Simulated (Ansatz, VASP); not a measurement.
Ni: VASP beside Ansatz

```xyz
2
Lattice="0.0000 2.5032 2.5032 2.5032 0.0000 2.5032 2.5032 2.5032 0.0000" Properties=species:S:1:pos:R:3 pbc="T T T"
Ni    0.0000    0.0000    0.0000
Ni    1.2516    1.2516    1.2516
```

Alike in both runs: functional PBEsol; k mesh 20 × 20 × 20; occupations gaussian, width 0.1 eV; collinear spin.

Ansatz relaxed the structure, and its values are those at the end. VASP's run is a single point on that final structure, the one shown.

|  | VASP | Ansatz |
| --- | --- | --- |
| version | VASP 6.6.1 | Ansatz 0.2.0 |
| potentials or method | VASP PAW PBE potentials, release 64 (Ni), cutoff 520 eV | scalar-relativistic, plane waves, PAW |
| valence electrons in the cell | 20 | 36 |

VASP gave:

| Property | Result |
| --- | --- |
| gap on the k mesh at the Fermi level (eV) | none |
| pressure (GPa) | -0.1 |
| net moment per atom (μB) | 0.79 |
| size of the moment on the site where the two differ most (μB) | 0.79 |

Q: Which values does Ansatz return?

A: gap on the k mesh at the Fermi level (eV): none; pressure (GPa): 0.0; net moment per atom (μB): 0.80; size of the moment on the site where the two differ most (μB): 0.83.

VASP's potentials were made for PBE, not for PBEsol. Site moments also hang on the region over which each program counts them. A gap of «none» marks a metal or a gap that the smearing closes. With one functional, cell and mesh, what is left measures potentials, basis and numerics. VASP's potentials hold 20 valence electrons a cell and Ansatz's 36, so a difference there can come from the potentials and not from the codes.
